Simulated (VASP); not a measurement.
Set up this calculation in VASP 6.6.1, as the native input.

```
Task                   : single point
Functional             : PBE
Potentials or basis    : VASP PAW PBE potentials, release 64 (W_sv, Se)
Cutoff                 : 520 eV
k mesh                 : 12 × 12 × 2
Occupations            : fermi-dirac, width 0.02 eV
Spin                   : no spin polarisation
Dipole correction      : no
Further INCAR settings : ALGO = Normal; EDIFF = 1e-07; NBANDS = 35
```

The structure of WSe2 lies in POSCAR:

```
WSe2
1.0
    3.2997376807      0.0000000000      0.0000000000
   -1.6498688403      2.8576566573      0.0000000000
    0.0000000000      0.0000000000     12.8801284406
W Se
2 4
Direct
    0.6666666667      0.3333333333      0.2500259670
    0.3333333333      0.6666666667      0.7499740330
    0.3333333333      0.6666666667      0.3790873480
    0.6666666667      0.3333333333      0.8790366953
    0.3333333333      0.6666666667      0.1209633047
    0.6666666667      0.3333333333      0.6209126520
```

This cell differs from its parent crystal: uniaxial z strain -2.0%.

The input as run:

INCAR

```
SYSTEM = WSe2
PREC = Accurate
ENCUT = 520
EDIFF = 1E-7
ISMEAR = -1
SIGMA = 0.02
LREAL = .False.
LASPH = .True.
NELM = 100
ALGO = Normal
ISIF = 2
LWAVE = .False.
LCHARG = .False.
GGA = PE
NBANDS = 35
```

KPOINTS

```
Automatic mesh
0
Gamma
  12 12 2
  0 0 0
```

Potentials or basis: VASP PAW PBE potentials, release 64 (W_sv, Se).

Launch:

```sh
$ cat potpaw_PBE.64/W_sv/POTCAR potpaw_PBE.64/Se/POTCAR > POTCAR
$ mpirun -np 1 vasp_std > vasp.out
```

Results of the run:

```yaml
Pressure: 4.3 GPa
Largest_force: 0.334 eV/Å
Band_gap_on_the_k_mesh: 0.94 eV (least direct gap 1.47 eV)
```

Caveat: the cell differs from its parent crystal (uniaxial z strain -2.0%); the cell stands under pressure; spin-orbit coupling is left out, which moves the levels of the heavy elements; this functional lacks dispersion, which binds layers or chains, so the pressure and a relaxed spacing across them are unreliable.

Run time: 2.3 min on 1 thread of Intel(R) Xeon(R) Platinum 8488C (Sapphire Rapids), on a shared host, peak memory 0.32 GiB.
